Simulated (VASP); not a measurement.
A run of VASP 6.6.1 is set up as follows.

INCAR

```
PREC = Accurate
ENCUT = 520
EDIFF = 1E-6
ISMEAR = 0
SIGMA = 0.05
LREAL = Auto
LASPH = T
NELM = 100
ALGO = Normal
ISIF = 2
LWAVE = F
LCHARG = F
GGA = PE
NBANDS = 57
```

The input KPOINTS:

```
regular mesh
0
Gamma
  2 2 1
```

Contents of POSCAR:

```
C19O
1.0
    7.3980000000      0.0000000000      0.0000000000
   -3.6990000000      6.4068560000      0.0000000000
    0.0000000000      0.0000000000     13.0000000000
C O
19 1
Direct
   -0.0011441499     -0.0012499110      0.0620487692
    0.2237044869      0.1111529586      0.0620225385
    0.0010971791      0.3337858694      0.0620856923
    0.2214683599      0.4439726755      0.0620906154
    0.0005739394      0.6648832126      0.0620836154
    0.2219968632      0.7755992955      0.0620709231
    0.3344139152      0.0004744917      0.0620211538
    0.5547679116      0.1106277400      0.0620573077
    0.3338924337      0.3315042511      0.0620588462
    0.5552997695      0.4422156515      0.0620793846
    0.3321617642      0.6653881405      0.0621012308
    0.5570576189      0.7778370546      0.0621040000
    0.6672392284     -0.0017972934      0.0620856923
    0.8886541293      0.1089019326      0.0620740000
    0.6654782803      0.3320300940      0.0620788462
    0.8903764554      0.4444833784      0.0620876923
    0.6677489902      0.6671130114      0.0620930000
    0.8881256582      0.7773343119      0.0620549231
    0.0756089262      0.8319383173      0.3436329231
   -0.0180192314      0.6853973306      0.3913767692
```

Potentials or basis: VASP PAW PBE potentials, release 64 (C, O).

Command:

```console
$ cat potpaw_PBE.64/C/POTCAR potpaw_PBE.64/O/POTCAR > POTCAR
$ mpirun -np 1 vasp_std > vasp.out
```

Q: Predict the largest force.

A: 0.910 eV/Å.

Q: What does it give for the band gap on the k mesh?

A: 0.22 eV.

Forces in eV/Å, atoms in the order of the input:
```
C    0.009  0.002 -0.002
C   -0.001 -0.002 -0.006
C    0.000 -0.004  0.002
C    0.007  0.002  0.003
C   -0.002  0.005 -0.002
C   -0.002  0.004  0.006
C   -0.005 -0.009  0.001
C    0.006  0.003  0.002
C   -0.003  0.011 -0.001
C   -0.007  0.002  0.000
C    0.011  0.000 -0.002
C   -0.003 -0.010  0.000
C   -0.010  0.005  0.001
C   -0.006  0.006  0.000
C    0.008  0.007 -0.003
C   -0.002 -0.007  0.003
C   -0.007 -0.010  0.003
C    0.010  0.000  0.001
C    0.118  0.747 -0.502
O   -0.121 -0.753  0.497
```

Caveat: the k points lie up to 0.49 Å⁻¹ apart.
